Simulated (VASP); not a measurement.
Set up this calculation in VASP 6.6.1, as the native input.

```yaml
Task: single point
Functional: PBE
Potentials_or_basis: VASP PAW PBE potentials, release 64 (Mg_sv, C_h)
Cutoff: 1300 eV
k_mesh: 5 × 5 × 5
Occupations: fermi-dirac, width 0.05 eV
Spin: no spin polarisation
Dipole_correction: no
Further_INCAR_settings: ALGO = Normal; EDIFF = 1e-06; NBANDS = 27
```

The structure of MgC2 lies in POSCAR:

```
MgC2
1.0
    3.9507770000      0.0000000000      0.0000000000
    0.0000000000      3.9507770000      0.0000000000
    0.0000000000      0.0000000000      5.0868307800
Mg C
2 4
Direct
    0.0000000000      0.0000000000      0.5000000000
    0.5000000000      0.5000000000      0.0000000000
    0.3876550000      0.6123450000      0.5000000000
    0.1123450000      0.1123450000      0.0000000000
    0.6123450000      0.3876550000      0.5000000000
    0.8876550000      0.8876550000      0.0000000000
```

These files were run (other wordings do the same):

INCAR

```
SYSTEM = MgC2
  PREC = Accurate
  ENCUT = 1300
  EDIFF = 1E-6
  ISMEAR = -1
  SIGMA = 0.05
  LREAL = .FALSE.
  LASPH = .TRUE.
  NELM = 120
  ALGO = Normal
  ISIF = 2
  LWAVE = .FALSE.
  LCHARG = .TRUE.
  GGA = PE
  LELF = .TRUE.
  LVHAR = .TRUE.
  NBANDS = 27
  GGA_COMPAT = .FALSE.
```

KPOINTS

```
Automatic mesh
0
G
  5 5 5
  0 0 0
```

Potentials or basis: VASP PAW PBE potentials, release 64 (Mg_sv, C_h).

The run is started by

```bash
$ cat potpaw_PBE.64/Mg_sv/POTCAR potpaw_PBE.64/C_h/POTCAR > POTCAR
$ mpirun -np 1 vasp_std > vasp.out
```

It gave:

```yaml
Pressure: -1.4 GPa
Largest_force: 0.106 eV/Å
Band_gap_on_the_k_mesh: 2.75 eV (least direct gap 3.04 eV)
```

It took 2.5 min on 1 thread of Intel(R) Xeon(R) Platinum 8375C CPU @ 2.90GHz (Ice Lake), with other jobs on the host, peak memory 0.42 GiB.
